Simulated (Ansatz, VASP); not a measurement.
# Two plane-wave programs on Fe

INCAR

```
SYSTEM = Fe
ALGO = Normal
EDIFF = 1E-6
ENCUT = 520
GGA = PE
ISIF = 2
ISMEAR = -1
ISPIN = 2
LASPH = .TRUE.
LCHARG = .FALSE.
LMAXMIX = 4
LORBIT = 11
LREAL = .FALSE.
LWAVE = .FALSE.
MAGMOM = 2.618
NBANDS = 14
NELM = 150
PREC = Accurate
SIGMA = 0.05
```

File KPOINTS:

```
k-points
0
G
  17 17 17
  0 0 0
```

POSCAR

```
Fe
1.0
    0.0000000000      1.7962505244      1.7962505244
    1.7962505244      0.0000000000      1.7962505244
    1.7962505244      1.7962505244      0.0000000000
Fe
1
Direct
    0.0000000000      0.0000000000      0.0000000000
```

Input for Ansatz:

```yaml
crystal:
  lattice:
    - [0.0, 1.7962505244, 1.7962505244]
    - [1.7962505244, 0.0, 1.7962505244]
    - [1.7962505244, 1.7962505244, 0.0]
  atoms:
    - { symbol: Fe, position: [0.0, 0.0, 0.0], spin: 2.618 }
hamiltonian:
  xc: pbe
  pseudopotentials:
    kind: paw
    azcp:
      Fe: "pseudopotentials/Fe.paw.azcp"
basis:
  ecutwfc: 420
  fft_grid_basis: typed
kpoints:
  mp_grid: { grid: [17, 17, 17], shift: [0, 0, 0] }
magnetization:
  spin_polarized: true
scf:
  occupations: { method: fermi_dirac, width: 0.05 }
  lower_state_search: "off"
output:
  stress: true
```

Alike in both runs: task single point; functional PBE; k mesh 17 × 17 × 17; occupations fermi-dirac, width 0.05 eV; collinear spin.

|  | VASP | Ansatz |
| --- | --- | --- |
| version | VASP 6.6.1 | Ansatz 0.2.0 |
| potentials or method | VASP PAW PBE potentials, release 64 (Fe), cutoff 520 eV | plane waves (420 eV) with PAW, scalar-relativistic |
| valence electrons in the cell | 8 | 16 |

|  | VASP | Ansatz | Ansatz less VASP |
| --- | --- | --- | --- |
| pressure (GPa) | 5.5 | 5.5 | +0.07 |
| net moment per atom (μB) | 2.49 | 2.48 | -0.010 |
| size of the moment on the site where the two differ most (μB) | 2.49 | 2.52 | +0.037 |

Site moments also hang on the region over which each program counts them. VASP's potentials hold 8 valence electrons a cell and Ansatz's 16, so a difference there can come from the potentials and not from the codes.
